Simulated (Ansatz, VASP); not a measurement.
Two plane-wave programs on SrTiO3

```
Sr Ti O
1.0
     3.93640    0.00000    0.00000
     0.00000    3.93640    0.00000
     0.00000    0.00000    3.93640
Sr Ti O
1 1 3
Direct
  0.50000 0.50000 0.50000
  0.00000 0.00000 0.00000
  0.50000 0.00000 0.00000
  0.00000 0.50000 0.00000
  0.00000 0.00000 0.50000
```

Alike in both runs: task single point; functional PBE; k mesh 8 × 8 × 8; occupations gaussian, width 0.02 eV; no spin polarisation.

```csv
,VASP,Ansatz
version,VASP 6.6.1,Ansatz 0.2.0
potentials or method,"VASP PAW PBE potentials, release 64 (Sr_sv, Ti_sv, O), cutoff 520 eV","scalar-relativistic, plane waves, PAW"
valence electrons in the cell,40,40
```

Ansatz gave:

```
gap on the k mesh at the Fermi level (eV) : 1.84
least direct gap on the mesh (eV)         : 2.20
```

Question: Which values does VASP return?

Answer: gap on the k mesh at the Fermi level (eV): 1.81; least direct gap on the mesh (eV): 2.18.
